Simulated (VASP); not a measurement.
Set up this calculation in VASP 6.6.1, as the native input.

```yaml
Task: single point
Functional: PBEsol
Potentials_or_basis: VASP PAW PBE potentials, release 64 (Al, O)
Cutoff: 520 eV
k_mesh: 6 × 6 × 6
Occupations: gaussian, width 0.05 eV
Spin: no spin polarisation
Dipole_correction: no
Further_INCAR_settings: ALGO = Normal; EDIFF = 1e-06; NBANDS = 35
```

The structure of Al2O3 lies in POSCAR:

```
Al2O3
1.0
    2.4080190994      1.3902704752      4.2610700637
   -2.4080190994      1.3902704752      4.2610700637
    0.0000000000     -2.7805409505      4.2610700637
Al O
4 6
Direct
    0.8520350473      0.8520350473      0.8520350473
    0.6479649527      0.6479649527      0.6479649527
    0.1479649527      0.1479649527      0.1479649527
    0.3520350473      0.3520350473      0.3520350473
    0.0558571577      0.4441428423      0.7500000000
    0.7500000000      0.0558571577      0.4441428423
    0.4441428423      0.7500000000      0.0558571577
    0.9441428423      0.5558571577      0.2500000000
    0.2500000000      0.9441428423      0.5558571577
    0.5558571577      0.2500000000      0.9441428423
```

The input as run:

INCAR

```
SYSTEM = Al2O3
PREC     = Accurate       ! precision mode
ENCUT    = 520            ! plane-wave cutoff, eV
EDIFF    = 1E-6           ! SCF threshold, eV
ISMEAR   = 0              ! smearing method
SIGMA    = 0.05           ! smearing width, eV
LREAL    = .False.        ! projectors in reciprocal space
LASPH    = .True.         ! aspherical terms in the spheres
NELM     = 60             ! most SCF steps
ALGO     = Normal         ! electronic algorithm
ISIF     = 2              ! what is computed and relaxed
LWAVE    = .False.        ! write WAVECAR
LCHARG   = .False.        ! write CHGCAR
GGA      = PS             ! functional
NBANDS   = 35             ! bands
```

KPOINTS

```
Automatic mesh
0
Gamma
  6 6 6
  0 0 0
```

Potentials or basis: VASP PAW PBE potentials, release 64 (Al, O).

Launch:

```sh
$ cat potpaw_PBE.64/Al/POTCAR potpaw_PBE.64/O/POTCAR > POTCAR
$ mpirun -np 1 vasp_std > vasp.out
```

It gave:

```
Pressure               : -0.1 GPa
Largest force          : 0.214 eV/Å
Band gap on the k mesh : 5.83 eV
```

Caveat: the stress differs along the axes, from -4 to 7 GPa; the PAW data sets were made with another functional, which shifts forces and pressure a little.

Wall time 3 min on 1 thread of AMD EPYC 7R13, with other jobs on the host, peak memory 0.23 GiB.
